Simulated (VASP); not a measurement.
# Te2Mo (Cm) in VASP: further runs

Te2Mo is run at these levels: PBE; tasks: single point.

Program: VASP 6.6.1. These are calculated values, not measurements. Logs are shortened: lines on timing, memory, paths and dates and some standing lists are left out, and cuts for length are marked.

### 1 The cell of the first run

Symmetry: Cm, No. 8, monoclinic system. Conventional cell: a = 6.161 Å, b = 3.557 Å, c = 15.205 Å, α = 90.00°, β = 90.00°, γ = 90.00°. Within 3.2 Å of Te (site symmetry m) lie 3 Mo at 2.44 to 2.80 Å. Te (site symmetry m) has 3 Mo at 2.74 Å and 7 Te at 3.56 to 3.62 Å within 3.7 Å. Te (site symmetry m) has 3 Mo at 2.74 Å and 7 Te at 3.33 to 3.56 Å within 3.6 Å. Within 3.7 Å of Te (site symmetry m) lie 3 Mo at 2.74 Å and 7 Te at 3.56 to 3.62 Å. Within 3.6 Å of Mo (site symmetry m) lie 6 Te at 2.74 Å and 6 Mo at 3.56 Å. Mo (site symmetry m) has 6 Te at 2.44 to 2.80 Å within 3.2 Å.

### 2 Single point, PBE (atom 1 (Te) moved by (-0.300, +0.300) A along y and z)

File INCAR:

```
ALGO = Normal ; EDIFF = 1E-7
ENCUT = 520 ; GGA = PE
ISIF = 2 ; ISMEAR = 0
LASPH = T ; LCHARG = T
LELF = T ; LREAL = F
LVHAR = T ; LWAVE = F
NBANDS = 35 ; NELM = 100
PREC = Accurate ; SIGMA = 0.05
```

File KPOINTS:

```
k-points
0
Gamma
  12 12 2
```

File POSCAR:

```
Te2Mo
1.0
    3.5570664331      0.0000000000      0.0000000000
   -1.7785332165      3.0805098940      0.0000000000
    0.0000000000      0.0000000000     15.2047186580
Te Mo
4 2
Direct
    0.2846400958      0.5692801916      0.6508250721
    0.6666666667      0.3333333333      0.1310943552
    0.3333333333      0.6666666667      0.8689056448
    0.6666666667      0.3333333333      0.3689056448
    0.3333333333      0.6666666667      0.2500000000
    0.6666666667      0.3333333333      0.7500000000
```

Potentials or basis: VASP PAW PBE potentials, release 64 (Te, Mo_sv).

On the command line:

```sh
cat potpaw_PBE.64/Te/POTCAR potpaw_PBE.64/Mo_sv/POTCAR > POTCAR
mpirun -np 1 vasp_std > vasp.out
```

OUTCAR:

```text
EDIFF = 1E-7
   ENCUT = 520
   GGA = PE
   ISIF = 2
   ISMEAR = 0
   LASPH = T
   LREAL = F
   NELM = 100
   PREC = Accurate

 ion  position               nearest neighbor table
   1  0.285  0.569  0.651-   6 2.44   6 2.44   6 2.80   3 3.33
   2  0.667  0.333  0.131-   5 2.74   5 2.74   5 2.74   4 3.62
   3  0.333  0.667  0.869-   6 2.74   6 2.74   6 2.74   1 3.33
   4  0.667  0.333  0.369-   5 2.74   5 2.74   5 2.74   2 3.62
   5  0.333  0.667  0.250-   2 2.74   4 2.74   2 2.74   4 2.74   2 2.74   4 2.74
   6  0.667  0.333  0.750-   1 2.44   1 2.44   3 2.74   3 2.74   3 2.74   1 2.80

  LATTYP: Found a hexagonal cell.
 ALAT       =     3.5570664331
 C/A-ratio  =     4.2745107363

  Lattice vectors:

 A1 = (   3.5570664331,   0.0000000000,   0.0000000000)
 A2 = (  -1.7785332165,   3.0805098940,   0.0000000000)
 A3 = (   0.0000000000,   0.0000000000,  15.2047186580)

Analysis of symmetry for initial positions (statically):
=====================================================================
 Subroutine PRICEL returns:
 Original cell was already a primitive cell.

 Routine SETGRP: Setting up the symmetry group for a
 hexagonal supercell.

 Subroutine GETGRP returns: Found  2 space group operations
 (whereof  2 operations were pure point group operations)
 out of a pool of 24 trial point group operations.

The static configuration has the point symmetry C_1h.

Analysis of symmetry for dynamics (positions and initial velocities):
=====================================================================
 Subroutine PRICEL returns:
 Original cell was already a primitive cell.

 Routine SETGRP: Setting up the symmetry group for a
 hexagonal supercell.

 Subroutine GETGRP returns: Found  2 space group operations
 (whereof  2 operations were pure point group operations)
 out of a pool of 24 trial point group operations.

The dynamic configuration has the point symmetry C_1h.

 Subroutine INISYM returns: Found  2 space group operations
 (whereof  2 operations are pure point group operations),
 and found     1 'primitive' translations

----------------------------------------------------------------------------------------

                                     Primitive cell

  volume of cell :     166.6069

  direct lattice vectors                    reciprocal lattice vectors
     3.557066433  0.000000000  0.000000000     0.281130538  0.162310792  0.000000000
    -1.778533217  3.080509894  0.000000000     0.000000000  0.324621584  0.000000000
     0.000000000  0.000000000 15.204718658     0.000000000  0.000000000  0.065769056

  length of vectors
     3.557066433  3.557066433 15.204718658     0.324621584  0.324621584  0.065769056

  position of ions in fractional coordinates (direct lattice)
     0.284640096  0.569280192  0.650825072
     0.666666667  0.333333333  0.131094355
     0.333333333  0.666666667  0.868905645
     0.666666667  0.333333333  0.368905645
     0.333333333  0.666666667  0.250000000
     0.666666667  0.333333333  0.750000000

  ion indices of the primitive-cell ions
   primitive index   ion index
                 1           1
                 2           2
                 3           3
                 4           4
                 5           5
                 6           6

----------------------------------------------------------------------------------------

 KPOINTS: k-points

Automatic generation of k-mesh.
 Grid dimensions read from file:
 generate k-points for:   12   12    2

 Generating k-lattice:

  Cartesian coordinates                     Fractional coordinates (reciprocal lattice)
     0.023427545  0.013525899  0.000000000     0.083333333  0.000000000  0.000000000
     0.000000000  0.027051799  0.000000000     0.000000000  0.083333333  0.000000000
     0.000000000  0.000000000  0.032884528     0.000000000  0.000000000  0.500000000

  Length of vectors
     0.027051799  0.027051799  0.032884528

  Shift w.r.t. Gamma in fractional coordinates (k-lattice)
     0.000000000  0.000000000  0.000000000

 Subroutine IBZKPT returns following result:
 ===========================================

 Found     86 irreducible k-points:

 Following reciprocal coordinates:
            Coordinates               Weight
  0.000000  0.000000  0.000000      1.000000
  0.083333  0.000000  0.000000      4.000000
  0.000000  0.083333  0.000000      2.000000
  0.166667  0.000000  0.000000      4.000000
  0.000000  0.166667  0.000000      2.000000
  0.250000  0.000000  0.000000      4.000000
[... 16 lines left out ...]
 -0.083333  0.416667  0.000000      4.000000
 -0.416667  0.333333  0.000000      4.000000
 [... further k-points ...]
   k-points           NKPTS =     86   k-points in BZ     NKDIM =     86   number of bands    NBANDS=     35
   number of dos      NEDOS =    301   number of ions     NIONS =      6
   total plane-waves  NPLWV =  94080
   dimension x,y,z NGX =    28 NGY =   28 NGZ =  120
   dimension x,y,z NGXF=    56 NGYF=   56 NGZF=  240
   ions per type =               4   2
   NGX,Y,Z   is equivalent  to a cutoff of  13.09, 13.09, 13.12 a.u.
   NGXF,Y,Z  is equivalent  to a cutoff of  26.17, 26.17, 26.24 a.u.
 SYSTEM =  unknown system
   PREC   = accura    normal or accurate (medium, high low for compatibility)
   ISTART =      0    job   : 0-new  1-cont  2-samecut
   ICHARG =      2    charge: 1-file 2-atom 10-const
   ISPIN  =      1    spin polarized calculation?
   LNONCOLLINEAR =      F non collinear calculations
   LSORBIT =      F    spin-orbit coupling
   LASPH  =      T    aspherical Exc in radial PAW
   ENCUT  =  520.0 eV  38.22 Ry    6.18 a.u.   6.61  6.61 28.27*2*pi/ulx,y,z
   NELM   =    100;   NELMIN=  2; NELMDL= -5     # of ELM steps
   EDIFF  = 0.1E-06   stopping-criterion for ELM
   LREAL  =      F    real-space projection
   EDIFFG = 0.1E-05   stopping-criterion for IOM
   NSW    =      0    number of steps for IOM
   IBRION =     -1    ionic relax: 0-MD 1-quasi-New 2-CG
   NFREE  =      0    steps in history (QN), initial steepest desc. (CG)
   ISIF   =      2    stress and relaxation
   ISYM   =      2    0-nonsym 1-usesym 2-fastsym
   POTIM  = 0.5000    time-step for ionic-motion
   TEBEG  =    0.0;   TEEND  =   0.0 temperature during run
   PSTRESS=    0.0 pullay stress
   NELECT =      52.0000    total number of electrons
   NUPDOWN=      -1.0000    fix difference up-down
   EMIN   =  10.00;   EMAX   =-10.00  energy-range for DOS
   EFERMI =   0.00;   METHOD = LEGACY
   ISMEAR =     0;   SIGMA  =   0.05  broadening in eV -4-tet -1-fermi 0-gaus
   EFERMI_NEDOS =   21; number of points for ismear=-14 and -15
   IALGO  =     38    algorithm
   IMIX   =      4    mixing-type and parameters
     AMIX     =   0.40;   BMIX     =  1.00
     AMIX_MAG =   1.60;   BMIX_MAG =  1.00
  volume/ion in A,a.u.               =      27.77       187.39
  Fermi-wavevector in a.u.,A,eV,Ry     =   1.110482  2.098507 16.778308  1.233171
  Thomas-Fermi vector in A             =   2.247034
   LORBIT       =      0    0 simple, 1 ext, 2 COOP (PROOUT), +10 PAW based schemes
   GGA     = PE    functional components
   LHFCALC =     F    Hartree Fock is set to
   AEXX    =    0.0000 exact exchange contribution
   IVDW    =     0    specifies the selected vdW correction
   LEPSILON=     F    determine dielectric tensor
   LRPA    =     F    only Hartree local field effects (RPA)
 non-spin polarized calculation
 Gauss-broadening in eV      SIGMA  =   0.05
  energy-cutoff  :      520.00
  volume of cell :      166.61
 maximum number of plane-waves:      4544
   NGX = 13   NGY = 13   NGZ = 57

 number of electron      52.0000002 magnetization

 Free energy of the ion-electron system (eV)
  ---------------------------------------------------
  ext. energy  EPLUGINS =         0.00000000
  ---------------------------------------------------
  free energy    TOTEN  =       -34.93880808 eV

  energy without entropy =      -34.93879174  energy(sigma->0) =      -34.93879991

 E-fermi :   7.1375     XC(G=0):  -9.6967

 val. band max:        7.0392182862   @ k =   0.0000   0.0833   0.0000
 cond. band min:       7.2359710251   @ k =   0.3333   0.3333   0.0000
 fundamental gap:      0.1967527389
 Fermi energy:         7.1375014576

 k-point     1 :       0.0000    0.0000    0.0000
  band No.  band energies     occupation
      1     -54.0159      2.00000
      2     -53.9398      2.00000
      3     -28.2138      2.00000
      4     -28.2108      2.00000
      5     -28.0961      2.00000
      6     -28.0845      2.00000
[... 27 lines left out ...]
     34      10.8146      0.00000
     35      12.0179      0.00000

 k-point     2 :       0.0833    0.0000    0.0000
  band No.  band energies     occupation
      1     -54.0152      2.00000
      2     -53.9392      2.00000
      3     -28.2213      2.00000
      4     -28.2096      2.00000
      5     -28.0992      2.00000
      6     -28.0829      2.00000
[... 27 lines left out ...]
     34      10.5606      0.00000
     35      12.3474      0.00000

 k-point     3 :       0.0000    0.0833    0.0000
  band No.  band energies     occupation
      1     -54.0153      2.00000
      2     -53.9392      2.00000
      3     -28.2128      2.00000
      4     -28.2126      2.00000
      5     -28.1039      2.00000
      6     -28.0829      2.00000
[... 27 lines left out ...]
     34      10.8171      0.00000
     35      12.3371      0.00000
[... 723 lines left out ...]
 k-point    23 :      -0.0833    0.4167    0.0000
  band No.  band energies     occupation
      1     -54.0077      2.00000
      2     -53.9325      2.00000
      3     -28.2468      2.00000
      4     -28.2223      2.00000
      5     -28.1624      2.00000
      6     -28.0783      2.00000
[... 27 lines left out ...]
     34      10.7220      0.00000
     35      11.5709      0.00000

 k-point    24 :      -0.4167    0.3333    0.0000
  band No.  band energies     occupation
      1     -54.0064      2.00000
      2     -53.9325      2.00000
      3     -28.3297      2.00000
      4     -28.1870      2.00000
      5     -28.1262      2.00000
      6     -28.0787      2.00000
[... 27 lines left out ...]
     34      10.7885      0.00000
     35      11.6572      0.00000

 [... further k-points ...]
[... 5 lines left out ...]
  --------------------------------------------------------------------------------------
  -------------------------------------------------------------------------------------
  Total        8.1242090      1.3717406     10.0202420      0.0000000     -3.8497942     -0.0000000
  in kB       78.1265589     13.1913605     96.3597842      0.0000000    -37.0215944     -0.0000000
  external PRESSURE =      62.5592345 kB  Pullay stress =       0.0000000 kB

 VOLUME and BASIS-vectors are now :
 -----------------------------------------------------------------------------
  energy-cutoff  :      520.00
  volume of cell :      166.61
      direct lattice vectors                 reciprocal lattice vectors
     3.557066433  0.000000000  0.000000000     0.281130538  0.162310792  0.000000000
    -1.778533217  3.080509894  0.000000000     0.000000000  0.324621584  0.000000000
     0.000000000  0.000000000 15.204718658     0.000000000  0.000000000  0.065769056

 POSITION                                       TOTAL-FORCE (eV/Angst)
 -----------------------------------------------------------------------------------
      0.00000      1.75367      9.89561         0.000000      2.759395     -5.840899
      1.77853      1.02684      1.99325         0.000000      0.000137      0.001701
     -0.00000      2.05367     13.21147         0.000000      0.154710      0.663562
      1.77853      1.02684      5.60911        -0.000000     -0.002794      0.030859
     -0.00000      2.05367      3.80118        -0.000000     -0.000462     -0.026364
      1.77853      1.02684     11.40354        -0.000000     -2.910985      5.171140
 -----------------------------------------------------------------------------------
    total drift:                               -0.000000     -0.000036     -0.000094

  FREE ENERGIE OF THE ION-ELECTRON SYSTEM (eV)
  ---------------------------------------------------
  free  energy   TOTEN  =       -34.9388080824 eV

  energy  without entropy=      -34.9387917372  energy(sigma->0) =      -34.93879991
```

Wall time 19 min (1 thread of Intel Xeon 8259CL, shared host); peak memory 0.58 GiB.

Results:

```
Free energy            : -34.9388 eV
Pressure               : 6.3 GPa
Largest force          : 6.460 eV/Å
Band gap on the k mesh : 0.20 eV (least direct gap 0.49 eV)
```

Forces in eV/Å, atoms in the order of the input:
```
Te   0.000  2.759 -5.841
Te   0.000  0.000  0.002
Te   0.000  0.155  0.664
Te   0.000 -0.003  0.031
Mo   0.000  0.000 -0.026
Mo   0.000 -2.911  5.171
```

Stress tensor (GPa, compression positive):
```
 7.81  0.00  0.00
 0.00  1.32 -3.70
 0.00 -3.70  9.64
```

Caveat: the cell differs from its parent crystal (atom 1 (Te) moved by (-0.300, +0.300) A along y and z); the stress differs along the axes, from 1 to 10 GPa; semilocal functionals underestimate gaps, and a narrow one can read as zero; spin-orbit coupling is left out, which moves the levels of the heavy elements; this functional lacks dispersion, which binds layers or chains, so the pressure and a relaxed spacing across them are unreliable; forces of over 1 eV/Å act on the atoms, so gaps and moduli don't describe the material at rest.

(Continued in part 2 of 2.)
